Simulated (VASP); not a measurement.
# H6C2O in VASP: a series of runs

The runs below take H6C2O through single point, with PBE+D3(BJ).

All numbers are computed with VASP 6.6.1; they aren't measurements. Logs are shortened: lines on timing, memory, paths and dates and some standing lists are left out, and cuts for length are marked.

### Step 1. The cell of the first run

The cell holds an amorphous packing of atoms, 36 atoms: a = 7.960 Å, b = 7.960 Å, c = 7.960 Å, α = 90.00°, β = 90.00°, γ = 90.00°.

### Step 2. Single point, PBE+D3(BJ)

Contents of INCAR:

```
PREC     = Accurate       # precision mode
ENCUT    = 520            # plane-wave cutoff, eV
EDIFF    = 1E-6           # SCF threshold, eV
ISMEAR   = -1             # smearing method
SIGMA    = 0.05           # smearing width, eV
LREAL    = Auto         
LASPH    = True           # aspherical terms in the spheres
NELM     = 120            # most SCF steps
ALGO     = Normal         # electronic algorithm
ISIF     = 2              # what is computed and relaxed
LWAVE    = False          # write WAVECAR
LCHARG   = True           # write CHGCAR
GGA      = PE             # functional
IVDW     = 12             # dispersion correction
LELF     = True           # ELF
LVHAR    = True         
NBANDS   = 64             # bands
GGA_COMPAT= False
```

Contents of KPOINTS:

```
Automatic mesh
0
Gamma
  1 1 1
```

Contents of POSCAR:

```
H6C2O
1.0
    7.9602190000      0.0000000000      0.0000000000
    0.0000000000      7.9602190000      0.0000000000
    0.0000000000      0.0000000000      7.9602190000
C O H
8 4 24
Direct
    0.3083583504      0.6151338299      0.7011867387
    0.3011600560      0.6477962478      0.8877770825
    0.0364437210      0.9794579772      0.1959493828
    0.0077636055      1.0418934454      0.3784946118
    1.0224216193      0.4581155368      0.1841281000
    0.8366980858      0.4962928784      0.1801709224
    0.5278623616      0.0887915270      0.7486728694
    0.3631055879      0.1704475719      0.8053672895
    0.4003156195      0.5349099064      0.9747847390
    0.0023366191      0.8856289004      0.4682534488
    0.7648030789      0.3345259722      0.1781232401
    0.2217150056      0.0524985556      0.7638483313
    0.3513219925      0.5215811274      1.0859877096
    0.3369505286      0.7730691831      0.9280774813
    0.1735002517      0.6288646079      0.9337180296
    0.2643771484      0.7245026801      0.6259878026
    0.4395858958      0.5995940564      0.6790516693
    0.2403702712      0.4969586892      0.6571678493
    0.0572722936      0.9000129268      0.5742806825
    0.0952737607      1.1328331545      0.4195864461
   -0.1224840673      1.0818546575      0.3913711419
    0.0260922470      1.0974446809      0.1180495160
    0.1630859653      0.9122236461      0.1750454353
   -0.0554632982      0.8949628145      0.1437397639
    0.6458365027      0.3354932823      0.1725329416
    0.8121635849      0.5770569880      0.2903814581
    0.7955685641      0.5771826127      0.0744577505
    1.1072936561      0.5676225742      0.1825075416
    1.0459511227      0.3821628526      0.3019389291
    1.0614532088      0.3879164631      0.0621842188
    0.1749198106      0.0353633487      0.8722498715
    0.3716606289      0.1968915679      0.9441448784
    0.3495129971      0.2832459760      0.7324672851
    0.6173071369      0.1927459533      0.7792624801
    0.5830618479     -0.0135549035      0.8441099422
    0.5477738741      0.0298233001      0.6152217671
```

Potentials or basis: VASP PAW PBE potentials, release 64 (C, O, H).

Run with:

```
> cat potpaw_PBE.64/C/POTCAR potpaw_PBE.64/O/POTCAR potpaw_PBE.64/H/POTCAR > POTCAR
> mpirun -np 1 vasp_gam > vasp.out
```

OUTCAR:

```text
PREC = Accurate
   ENCUT = 520
   EDIFF = 1E-6
   ISMEAR = -1
   LREAL = Auto
   LASPH = True
   NELM = 120
   ISIF = 2
   GGA = PE
   IVDW = 12
 IVDW          = 12

 ion  position               nearest neighbor table
   1  0.308  0.615  0.701-  17 1.07  16 1.11  18 1.14   2 1.51
   2  0.301  0.648  0.888-  14 1.09  15 1.09   9 1.38   1 1.51
   3  0.036  0.979  0.196-  24 1.08  22 1.13  23 1.15   4 1.55
   4  0.008  0.042  0.378-  20 1.06  21 1.09  10 1.44   3 1.55
   5  0.022  0.458  0.184-  28 1.10  29 1.13  30 1.16   6 1.51
   6  0.837  0.496  0.180-  26 1.11  27 1.11  11 1.41   5 1.51
   7  0.528  0.089  0.749-  34 1.12  36 1.17  35 1.20   8 1.53
   8  0.363  0.170  0.805-  33 1.07  32 1.13  12 1.50   7 1.53
   9  0.400  0.535  0.975-  13 0.97   2 1.38
  10  0.002  0.886  0.468-  19 0.96   4 1.44
  11  0.765  0.335  0.178-  25 0.95   6 1.41
  12  0.222  0.052  0.764-  31 0.95   8 1.50
  13  0.351  0.522  0.086-   9 0.97
  14  0.337  0.773  0.928-   2 1.09
  15  0.174  0.629  0.934-   2 1.09
  16  0.264  0.725  0.626-   1 1.11
  17  0.440  0.600  0.679-   1 1.07
  18  0.240  0.497  0.657-   1 1.14
[... 16 lines left out ...]
  35  0.583  0.986  0.844-   7 1.20
  36  0.548  0.030  0.615-   7 1.17

  LATTYP: Found a simple cubic cell.
 ALAT       =     7.9602190000

  Lattice vectors:

 A1 = (   7.9602190000,   0.0000000000,   0.0000000000)
 A2 = (   0.0000000000,   7.9602190000,   0.0000000000)
 A3 = (   0.0000000000,   0.0000000000,   7.9602190000)

Analysis of symmetry for initial positions (statically):
=====================================================================
 Subroutine PRICEL returns:
 Original cell was already a primitive cell.

 Routine SETGRP: Setting up the symmetry group for a
 simple cubic supercell.

 Subroutine GETGRP returns: Found  1 space group operations
 (whereof  1 operations were pure point group operations)
 out of a pool of 48 trial point group operations.

The static configuration has the point symmetry C_1 .

Analysis of symmetry for dynamics (positions and initial velocities):
=====================================================================
 Subroutine PRICEL returns:
 Original cell was already a primitive cell.

 Routine SETGRP: Setting up the symmetry group for a
 simple cubic supercell.

 Subroutine GETGRP returns: Found  1 space group operations
 (whereof  1 operations were pure point group operations)
 out of a pool of 48 trial point group operations.

The dynamic configuration has the point symmetry C_1 .

 Subroutine INISYM returns: Found  1 space group operations
 (whereof  1 operations are pure point group operations),
 and found     1 'primitive' translations

----------------------------------------------------------------------------------------

                                     Primitive cell

  volume of cell :     504.4000

  direct lattice vectors                    reciprocal lattice vectors
     7.960219000  0.000000000  0.000000000     0.125624684  0.000000000  0.000000000
     0.000000000  7.960219000  0.000000000     0.000000000  0.125624684  0.000000000
     0.000000000  0.000000000  7.960219000     0.000000000  0.000000000  0.125624684

  length of vectors
     7.960219000  7.960219000  7.960219000     0.125624684  0.125624684  0.125624684

  position of ions in fractional coordinates (direct lattice)
     0.308358350  0.615133830  0.701186739
     0.301160056  0.647796248  0.887777083
     0.036443721  0.979457977  0.195949383
     0.007763606  0.041893445  0.378494612
     0.022421619  0.458115537  0.184128100
     0.836698086  0.496292878  0.180170922
[... 28 lines left out ...]
     0.583061848  0.986445096  0.844109942
     0.547773874  0.029823300  0.615221767

  ion indices of the primitive-cell ions
   primitive index   ion index
                 1           1
                 2           2
                 3           3
                 4           4
                 5           5
                 6           6
[... 28 lines left out ...]
                35          35
                36          36

----------------------------------------------------------------------------------------

 KPOINTS: Automatic mesh

Automatic generation of k-mesh.
 Grid dimensions read from file:
 generate k-points for:    1    1    1

 Generating k-lattice:

  Cartesian coordinates                     Fractional coordinates (reciprocal lattice)
     0.125624684  0.000000000  0.000000000     1.000000000  0.000000000  0.000000000
     0.000000000  0.125624684  0.000000000     0.000000000  1.000000000  0.000000000
     0.000000000  0.000000000  0.125624684     0.000000000  0.000000000  1.000000000

  Length of vectors
     0.125624684  0.125624684  0.125624684

  Shift w.r.t. Gamma in fractional coordinates (k-lattice)
     0.000000000  0.000000000  0.000000000

 Subroutine IBZKPT returns following result:
 ===========================================

 Found      1 irreducible k-points:

 Following reciprocal coordinates:
            Coordinates               Weight
  0.000000  0.000000  0.000000      1.000000
   k-points           NKPTS =      1   k-points in BZ     NKDIM =      1   number of bands    NBANDS=     64
   number of dos      NEDOS =    301   number of ions     NIONS =     36
   total plane-waves  NPLWV = 216000
   dimension x,y,z NGX =    60 NGY =   60 NGZ =   60
   dimension x,y,z NGXF=   120 NGYF=  120 NGZF=  120
   ions per type =               8   4  24
   NGX,Y,Z   is equivalent  to a cutoff of  12.53, 12.53, 12.53 a.u.
   NGXF,Y,Z  is equivalent  to a cutoff of  25.06, 25.06, 25.06 a.u.
 SYSTEM =  unknown system
   PREC   = accura    normal or accurate (medium, high low for compatibility)
   ISTART =      0    job   : 0-new  1-cont  2-samecut
   ICHARG =      2    charge: 1-file 2-atom 10-const
   ISPIN  =      1    spin polarized calculation?
   LNONCOLLINEAR =      F non collinear calculations
   LSORBIT =      F    spin-orbit coupling
   LASPH  =      T    aspherical Exc in radial PAW
   ENCUT  =  520.0 eV  38.22 Ry    6.18 a.u.  14.80 14.80 14.80*2*pi/ulx,y,z
   NELM   =    120;   NELMIN=  2; NELMDL= -5     # of ELM steps
   EDIFF  = 0.1E-05   stopping-criterion for ELM
   LREAL  =      T    real-space projection
   EDIFFG = 0.1E-04   stopping-criterion for IOM
   NSW    =      0    number of steps for IOM
   IBRION =     -1    ionic relax: 0-MD 1-quasi-New 2-CG
   NFREE  =      0    steps in history (QN), initial steepest desc. (CG)
   ISIF   =      2    stress and relaxation
   ISYM   =      2    0-nonsym 1-usesym 2-fastsym
   POTIM  = 0.5000    time-step for ionic-motion
   TEBEG  =    0.0;   TEEND  =   0.0 temperature during run
   PSTRESS=    0.0 pullay stress
   NELECT =      80.0000    total number of electrons
   NUPDOWN=      -1.0000    fix difference up-down
   EMIN   =  10.00;   EMAX   =-10.00  energy-range for DOS
   EFERMI =   0.00;   METHOD = LEGACY
   ISMEAR =    -1;   SIGMA  =   0.05  broadening in eV -4-tet -1-fermi 0-gaus
   EFERMI_NEDOS =   21; number of points for ismear=-14 and -15
   IALGO  =     38    algorithm
   IMIX   =      4    mixing-type and parameters
     AMIX     =   0.40;   BMIX     =  1.00
     AMIX_MAG =   1.60;   BMIX_MAG =  1.00
  volume/ion in A,a.u.               =      14.01        94.55
  Fermi-wavevector in a.u.,A,eV,Ry     =   0.886162  1.674603 10.684426  0.785283
  Thomas-Fermi vector in A             =   2.007292
   LORBIT       =      0    0 simple, 1 ext, 2 COOP (PROOUT), +10 PAW based schemes
   GGA     = PE    functional components
   LHFCALC =     F    Hartree Fock is set to
   AEXX    =    0.0000 exact exchange contribution
   IVDW    =    12    specifies the selected vdW correction
   LEPSILON=     F    determine dielectric tensor
   LRPA    =     F    only Hartree local field effects (RPA)
 non-spin polarized calculation
  energy-cutoff  :      520.00
  volume of cell :      504.40
 maximum number of plane-waves:      6807
 NGX is ok and might be reduce to    60
   NGX = 29   NGY = 29   NGZ = 29

 number of electron      79.9999999 magnetization

 Free energy of the ion-electron system (eV)
  ---------------------------------------------------
  ext. energy  EPLUGINS =         0.00000000
  ---------------------------------------------------
  free energy    TOTEN  =      -186.11309330 eV

  energy without entropy =     -186.11309330  energy(sigma->0) =     -186.11309330

 E-fermi :  -2.0793     XC(G=0):  -5.4798

 val. band max:       -3.3499759670   @ k =   0.0000   0.0000   0.0000
 cond. band min:       0.8243444507   @ k =   0.0000   0.0000   0.0000
 fundamental gap:      4.1743204177
 Fermi energy:        -2.0792649925

 k-point     1 :       0.0000    0.0000    0.0000
  band No.  band energies     occupation
      1     -23.6860      2.00000
      2     -23.3944      2.00000
      3     -22.9062      2.00000
      4     -22.7100      2.00000
      5     -16.2595      2.00000
      6     -16.1596      2.00000
[... 44 lines left out ...]
     51       4.1421      0.00000
     52       4.2916      0.00000
 [bands above 52 left out]

------------------------ aborting loop because EDIFF is reached ----------------------------------------

 Edisp (eV)   -1.07651

 E8    (eV) :    -0.2419

  FORCE on cell =-STRESS in cart. coord.  units (eV):
  Direction    XX          YY          ZZ          XY          YZ          ZX
  --------------------------------------------------------------------------------------
  -------------------------------------------------------------------------------------
  Total       4.32055    -1.79447    -4.85439     0.09862    -5.90668    -0.64169
  in kB      13.72382    -5.69997   -15.41949     0.31327   -18.76200    -2.03827
  external pressure =       -2.47 kB  Pullay stress =        0.00 kB

 VOLUME and BASIS-vectors are now :
 -----------------------------------------------------------------------------
  energy-cutoff  :      520.00
  volume of cell :      504.40
      direct lattice vectors                 reciprocal lattice vectors
     7.960219000  0.000000000  0.000000000     0.125624684  0.000000000  0.000000000
     0.000000000  7.960219000  0.000000000     0.000000000  0.125624684  0.000000000
     0.000000000  0.000000000  7.960219000     0.000000000  0.000000000  0.125624684

 POSITION                                       TOTAL-FORCE (eV/Angst)
 -----------------------------------------------------------------------------------
      2.45460      4.89660      5.58160        -0.810721     -0.034579     -0.412405
      2.39730      5.15660      7.06690        -1.896592      0.461166     -0.176322
      0.29010      7.79670      1.55980         1.593830      1.895281     -0.654672
      0.06180      0.33348      3.01290        -1.857674     -3.174350     -1.835209
      0.17848      3.64670      1.46570         1.249307     -0.759509     -1.055304
      6.66030      3.95060      1.43420         0.592631      1.086299     -0.082818
[... 28 lines left out ...]
      4.64130      7.85232      6.71930        -1.308246      1.190246     -1.377833
      4.36040      0.23740      4.89730        -0.672300      1.245181      1.662669
 -----------------------------------------------------------------------------------
    total drift:                               -0.004012     -0.003416     -0.001123

  FREE ENERGIE OF THE ION-ELECTRON SYSTEM (eV)
  ---------------------------------------------------
  free  energy   TOTEN  =      -187.1895991290 eV

  energy  without entropy=     -187.1895991290  energy(sigma->0) =     -187.18959913
```

Run time: 2.4 min. Hardware: 1 thread of Intel Xeon 8259CL, shared host; peak memory 0.45 GiB.

Results:

```yaml
Free_energy: -187.1896 eV
Pressure: -0.2 GPa
Largest_force: 4.110 eV/Å
Band_gap_on_the_k_mesh: 4.17 eV
Dispersion_energy_per_atom: -0.030 eV
```

Forces in eV/Å, atoms in the order of the input:
```
C   -0.811 -0.035 -0.412
C   -1.897  0.461 -0.176
C    1.594  1.895 -0.655
C   -1.858 -3.174 -1.835
C    1.249 -0.760 -1.055
C    0.593  1.086 -0.083
C    2.122 -1.213  1.342
C    0.267 -2.525 -0.640
O    1.499 -1.719  1.136
O    0.469 -0.546  0.603
O    0.488 -0.603  0.228
O    1.001  1.264 -0.145
H    0.145 -0.042 -0.056
H    0.165  0.773 -0.531
H   -0.667  0.280 -0.126
H    0.079 -0.408  0.331
H    1.144 -0.213 -0.747
H    0.446  1.066  0.578
H    0.378  0.161  0.839
H    1.055  0.734  0.578
H   -0.097  1.080 -0.327
H    0.367 -0.768  0.002
H   -1.055  0.965  0.464
H   -0.778 -0.417  0.347
H   -1.222  0.337 -0.122
H   -0.459 -0.425  0.403
H    0.183 -0.400 -0.255
H   -0.465  0.191  0.421
H    0.097  0.405 -1.038
H   -0.513  0.313  1.542
H   -0.953 -0.467  0.955
H   -0.329 -0.054 -0.923
H   -0.463  0.661 -0.065
H    0.205 -0.339 -0.863
H   -1.308  1.190 -1.378
H   -0.672  1.245  1.663
```

Caveat: the k points lie up to 0.79 Å⁻¹ apart.

### Step 3. Single point, PBE+D3(BJ)

Contents of INCAR:

```
SYSTEM = H6C2O
PREC     = Accurate       ! precision mode
ENCUT    = 520            ! plane-wave cutoff, eV
EDIFF    = 1E-6           ! SCF threshold, eV
ISMEAR   = -1             ! smearing method
SIGMA    = 0.05           ! smearing width, eV
LREAL    = Auto         
LASPH    = .TRUE.         ! aspherical terms in the spheres
NELM     = 120            ! most SCF steps
ALGO     = Normal         ! electronic algorithm
ISIF     = 2              ! what is computed and relaxed
LWAVE    = .FALSE.        ! write WAVECAR
LCHARG   = .FALSE.        ! write CHGCAR
GGA      = PE             ! functional
IVDW     = 12             ! dispersion correction
NBANDS   = 64             ! bands
GGA_COMPAT= .FALSE.
```

Contents of KPOINTS:

```
regular mesh
0
G
  1 1 1
  0 0 0
```

Contents of POSCAR:

```
H6C2O
1.0
    7.9602190000      0.0000000000      0.0000000000
    0.0000000000      7.9602190000      0.0000000000
    0.0000000000      0.0000000000      7.9602190000
C O H
8 4 24
Direct
    0.3508194938      0.6251586797      0.6968149997
    0.2880322765      0.6279977975      0.8810310370
    0.0115951584      0.9703250627      0.1685003892
    0.0111177846      1.0378483306      0.3504300573
    1.0384387666      0.4756276178      0.1773443670
    0.8485947434      0.4867579648      0.1573072299
    0.5364174026      0.0761913711      0.7749284285
    0.3639723982      0.1482999400      0.7840613430
    0.3881300251      0.5110537788      0.9696341269
    0.0042461143      0.9129020194      0.4840444716
    0.7602429029      0.3235840622      0.1498702485
    0.2446163856      0.0183537664      0.7491376808
    0.3469502535      0.4874237757      1.0790406646
    0.3037353621      0.7599288412      0.9420092588
    0.1557871712      0.6010889901      0.8857419626
    0.3135592124      0.7454317526      0.6275078613
    0.4923859507      0.6173950742      0.6907724524
    0.3007454946      0.5083025982      0.6361634020
    0.1040926135      0.9189571292      0.5511406156
    0.1263030577      1.1158863845      0.3716731914
   -0.0859398466      1.1310618464      0.3741103103
   -0.0439937645      1.0711639969      0.0948215118
    0.1452849476      0.9494588026      0.1318431063
   -0.0732266286      0.8620868345      0.1664778318
    0.6661374517      0.3615478418      0.0806761724
    0.8002041150      0.5639543334      0.2695780104
    0.8172262597      0.5641930203      0.0393959010
    1.0828219676      0.6038276083      0.2008361830
    1.0687896903      0.4234682488      0.3022781157
    1.1000199869      0.3959564429      0.0852112235
    0.1846305987     -0.0060802347      0.8528534202
    0.3284206125      0.2106977208      0.9044851655
    0.3370510284      0.2486489379      0.6903704534
    0.6150333301      0.1855350965      0.8317359108
    0.5563666025     -0.0282404291      0.8535317935
    0.5857502162      0.0421973315      0.6580974719
```

Potentials or basis: VASP PAW PBE potentials, release 64 (C, O, H).

Run with:

```
> cat potpaw_PBE.64/C/POTCAR potpaw_PBE.64/O/POTCAR potpaw_PBE.64/H/POTCAR > POTCAR
> mpirun -np 1 vasp_gam > vasp.out
```

It took 2.5 min on 1 thread of Intel Xeon 8259CL, shared host; peak memory 0.44 GiB.

It converged, with:

```
Free energy                : -187.7041 eV
Pressure                   : -0.6 GPa
Largest force              : 4.212 eV/Å
Band gap on the k mesh     : 4.36 eV
Dispersion energy per atom : -0.030 eV
```

Forces on the atoms (eV/Å):
```
C    0.136  0.500 -0.177
C    1.326  2.053 -0.286
C    0.214  0.555  1.360
C    1.366  0.495  0.947
C   -0.706 -0.345  1.657
C   -0.507  1.142  0.170
C    1.018  3.529  2.062
C   -1.204  0.299 -0.420
O    0.977 -0.572 -0.657
O   -0.898 -0.208 -1.304
O    0.467  1.528 -0.415
O   -0.974 -0.504 -0.025
H   -0.686  0.061  1.034
H   -0.059 -1.268 -0.763
H   -0.821 -0.379  0.055
H    0.140 -1.302  0.601
H   -0.867  0.097  0.219
H    0.185  0.752  0.026
H    0.668  0.367  0.445
H   -0.142 -0.368 -0.210
H   -0.798 -0.143 -0.211
H   -0.060  0.098 -0.482
H   -0.704 -0.463 -0.105
H    0.299 -0.259 -0.390
H   -0.269 -0.725  0.077
H    0.244 -0.701 -0.949
H    0.231 -0.797  0.958
H    0.334  0.149 -0.874
H   -0.212 -0.478 -0.061
H    0.216  0.269 -0.461
H   -0.081 -0.066 -0.189
H    0.593 -0.405 -0.189
H    0.512 -0.238  0.072
H   -0.203 -1.334 -0.809
H   -0.083 -1.225  1.233
H    0.347 -0.112 -1.938
```

Stress tensor (GPa, compression positive):
```
 0.29  0.23 -0.02
 0.23 -1.37 -0.74
-0.02 -0.74 -0.72
```

Levels at points of the mesh, in eV from the valence-band top:
| k point | band 37 | band 38 | band 39 | band 40 | band 41 | band 42 | band 43 | band 44 |
| --- | --- | --- | --- | --- | --- | --- | --- | --- |
| (0.00, 0.00, 0.00) | -0.83 | -0.46 | -0.32 | 0.00 | 4.36 | 5.42 | 5.71 | 5.85 |

Caveat: the k points lie up to 0.79 Å⁻¹ apart.

[end of part 1 of 2]
